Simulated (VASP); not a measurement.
BN:

```
B N
1.0
     2.50058    0.00000    0.00000
    -1.25029    2.20628    0.00000
     0.00000    0.00000    6.52364
B N
2 2
Direct
  0.33034 0.66068 0.25000
  0.66966 0.33932 0.75000
  0.33738 0.67476 0.75000
  0.66262 0.32524 0.25000
```

This cell differs from its parent crystal: uniaxial y strain +1.9%.

Base run:

- Program: VASP 6.6.1
- Functional: r2SCAN
- Potentials or basis: VASP PAW PBE potentials, release 64 (B, N)
- Cutoff: 520 eV
- k mesh: 12 × 12 × 4
- Occupations: gaussian, width 0.01 eV
- Spin: no spin polarisation

Its results: band gap on the k mesh 4.71 eV, indirect (least direct gap 5.15 eV); pressure -5.7 GPa.

Question: The run is repeated on the same cell with these changes: functional from r2SCAN to PBE; occupations from gaussian, width 0.01 eV to fermi-dirac, width 0.02 eV. What comes out?

Answer: Band gap on the k mesh 4.12 eV, indirect (least direct gap 4.54 eV); pressure -2.0 GPa.

Caveats: the PAW data sets were made with another functional, which shifts forces and pressure a little (some runs); this functional lacks dispersion, which binds the layers, so the pressure and a relaxed spacing across them are unreliable (some runs).

A k mesh can miss the band edges.
